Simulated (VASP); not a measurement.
A run of VASP 6.6.1 is set up as follows.

The input INCAR:

```
SYSTEM = Cd2S
PREC = Accurate ; ENCUT = 520
EDIFF = 1E-7 ; ISMEAR = -1
SIGMA = 0.05 ; LREAL = .False.
LASPH = .True. ; NELM = 100
ALGO = Normal ; ISIF = 2
LWAVE = .False. ; LCHARG = .False.
GGA = PS ; NBANDS = 22
```

Contents of KPOINTS:

```
Automatic mesh
0
Gamma
  7 7 4
  0 0 0
```

File POSCAR:

```
Cd2S
1.0
    4.0403891930      0.0000000000      0.0000000000
   -2.0201945965      3.4990796824      0.0000000000
    0.0000000000      0.0000000000      5.9231266511
Cd S
2 1
Direct
    0.3333333333      0.6666666667      0.9327170000
    0.6666666667      0.3333333333      0.5787350000
    0.3333333333      0.6666666667      0.3657050000
```

Potentials or basis: VASP PAW PBE potentials, release 64 (Cd, S).

Run with:

```bash
$ cat potpaw_PBE.64/Cd/POTCAR potpaw_PBE.64/S/POTCAR > POTCAR
$ mpirun -np 1 vasp_std > vasp.out
```

Question: Predict the largest force.

Answer: 0.301 eV/Å.

Question: What does it give for the pressure?

Answer: -4.7 GPa.

Question: Estimate the band gap on the k mesh.

Answer: 0.47 eV, indirect (least direct gap 0.73 eV).

Stress tensor (GPa, compression positive):
```
-4.15  0.00  0.00
 0.00 -4.15  0.00
 0.00  0.00 -5.84
```

Caveat: the PAW data sets were made with another functional, which shifts forces and pressure a little. A k mesh can miss the band edges.
